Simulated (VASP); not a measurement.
Crystal: MnO.

```
Mn O
1.0
     0.00000    2.22391    2.22391
     2.22391    0.00000    2.22391
     2.22391    2.22391    0.00000
Mn O
1 1
Direct
  0.00000 0.00000 0.00000
  0.50000 0.50000 0.50000
```

Base run:

- Program: VASP 6.6.1
- Functional: PBEsol
- Potentials or basis: VASP PAW PBE potentials, release 64 (Mn_pv, O)
- Cutoff: 520 eV
- k mesh: 10 × 10 × 10
- Occupations: fermi-dirac, width 0.05 eV
- Spin: collinear spin, ferromagnetic start
- Starting moments: [4.0, 0.0] μB
- Hubbard terms: Mn d U = 1.0 eV

Its results: pressure -2.5 GPa; net moment 4.93 μB per cell; site moments Mn +4.47; O +0.20 μB.

The run is repeated on the same cell with these changes: hubbard terms from Mn d U = 1.0 eV to none; dispersion from none to D4. What comes out?

Pressure -8.9 GPa; net moment 4.77 μB per cell; site moments Mn +4.32; O +0.20 μB.

Several settings changed at once.

Caveats: the PAW data sets were made with another functional, which shifts forces and pressure a little; a cell with one magnetic atom can't hold antiferromagnetic order, which such compounds often take; the cell stands under tension (at least some runs).
